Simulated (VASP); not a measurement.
The system is Ti.

```
Ti
1.0
     2.95000    0.00000    0.00000
    -1.47500    2.55477    0.00000
     0.00000    0.00000    4.68000
Ti
2
Direct
  0.33333 0.66667 0.25000
  0.66667 0.33333 0.75000
```

* Program: VASP 6.6.1
* Task: relaxation of cell and atoms
* Functional: PBEsol
* Potentials or basis: VASP PAW PBE potentials, release 64 (Ti_sv)
* Cutoff: 600 eV
* k mesh: 16 × 16 × 10
* Occupations: gaussian, width 0.1 eV
* Spin: no spin polarisation

At the start: pressure -6.0 GPa; volume 17.64 Å³/atom.

Question: Where does the relaxation end?

Answer: Over 8 steps the energy falls by 18.7 meV/atom and the volume is 16.67 Å³/atom (-5.4 %); space group P6_3/mmc (No. 194, to 0.1 Å) before and after.

Step by step:
```csv
step,energy change (eV),largest force (eV/Å),pressure (GPa),volume (Å³)
1,0.0000,0.0000,-5.96,35.27
2,-0.0166,0.0000,5.04,32.03
3,-0.0374,0.0000,0.00,33.37
4,-0.0373,0.0000,0.04,33.33
5,-0.0374,0.0000,0.10,33.33
6,-0.0374,0.0000,0.10,33.33
7,-0.0374,0.0000,-0.02,33.37
8,-0.0374,0.0000,-0.03,33.35
```

Final structure:
```cif
data_structure
_symmetry_space_group_name_H-M 'P 1'
_symmetry_Int_Tables_number 1
_cell_length_a 2.8991
_cell_length_b 2.8991
_cell_length_c 4.5817
_cell_angle_alpha 90.000
_cell_angle_beta 90.000
_cell_angle_gamma 120.000
_cell_volume 33.35
loop_
_atom_site_label
_atom_site_type_symbol
_atom_site_fract_x
_atom_site_fract_y
_atom_site_fract_z
_atom_site_occupancy
Ti1 Ti 0.33333 0.66667 0.25000 1
Ti2 Ti 0.66667 0.33333 0.75000 1
```

Caveat: the PAW data sets were made with another functional, which shifts forces and pressure a little.
